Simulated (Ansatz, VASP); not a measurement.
**Sr2NbO2 in VASP and in Ansatz**

The input INCAR:

```
PREC = Accurate
ENCUT = 600
EDIFF = 1E-6
ISMEAR = 0
SIGMA = 0.1
LREAL = F
LASPH = T
NELM = 100
ALGO = Normal
ISIF = 3
LWAVE = F
LCHARG = F
GGA = PE
IBRION = 2
NSW = 100
EDIFFG = -0.01
```

KPOINTS

```
regular mesh
0
Gamma
  12 12 4
```

Contents of POSCAR:

```
Sr2NbO2
1.0
    3.9545456807      0.0000000000      0.0000000000
   -1.9772728404      3.4247370199      0.0000000000
    0.0000000000      0.0000000000      9.5378831352
Sr Nb O
2 1 2
Direct
    0.3333333333      0.6666666667      0.2832524027
    0.6666666667      0.3333333333      0.7167475973
    0.0000000000      0.0000000000      0.0000000000
    0.0000000000      0.0000000000      0.2032103791
    0.0000000000      0.0000000000      0.7967896209
```

Input for Ansatz:

```yaml
crystal:
  lattice:
    - [3.9545456807, 0.0, 0.0]
    - [-1.9772728404, 3.4247370199, 0.0]
    - [0.0, 0.0, 9.5378831352]
  atoms:
    - { symbol: Sr, position: [0.3333333333, 0.6666666667, 0.2832524027] }
    - { symbol: Sr, position: [0.6666666667, 0.3333333333, 0.7167475973] }
    - { symbol: Nb, position: [0.0, 0.0, 0.0] }
    - { symbol: O, position: [0.0, 0.0, 0.2032103791] }
    - { symbol: O, position: [0.0, 0.0, 0.7967896209] }
basis:
  ecutwfc: 420
kpoints:
  mp_grid: { grid: [12, 12, 4] }
hamiltonian:
  xc: pbe
scf:
  occupations: { method: gaussian, width: 0.1 }
output:
  forces: true
  stress: true
  eigenvalues: true
  write_density: true
  write_potential: true
  elf: true
  volumetric_format: npy
relax:
  adjacent_minimum: "off"
  f_tol: 0.01
  max_steps: 80
  cell: { stress_tol: 0.05 }
```

Change from the starting cell: species swapped into the Cs2PtC2 type (P-3m1, No. 164).

Alike in both runs: task relaxation of cell and atoms; functional PBE; k mesh 12 × 12 × 4; occupations gaussian, width 0.1 eV; no spin polarisation.

```csv
,VASP,Ansatz
version,VASP 6.6.1,Ansatz 0.2.0
potentials or method,"VASP PAW PBE potentials, release 64 (Sr_sv, Nb_sv, O), cutoff 600 eV","scalar-relativistic, plane waves, PAW"
valence electrons in the cell,45,45
```

```csv
,VASP,Ansatz,Ansatz less VASP
"gap on the k mesh at the Fermi level, each at its own relaxed structure (eV)",none,none,-
relaxed volume (Å³/atom),25.58,25.54,-0.032
relaxed cell length with the largest relative difference (Å),9.638,9.628,-0.0098
```

A gap of «none» marks a metal or a gap that the smearing closes.
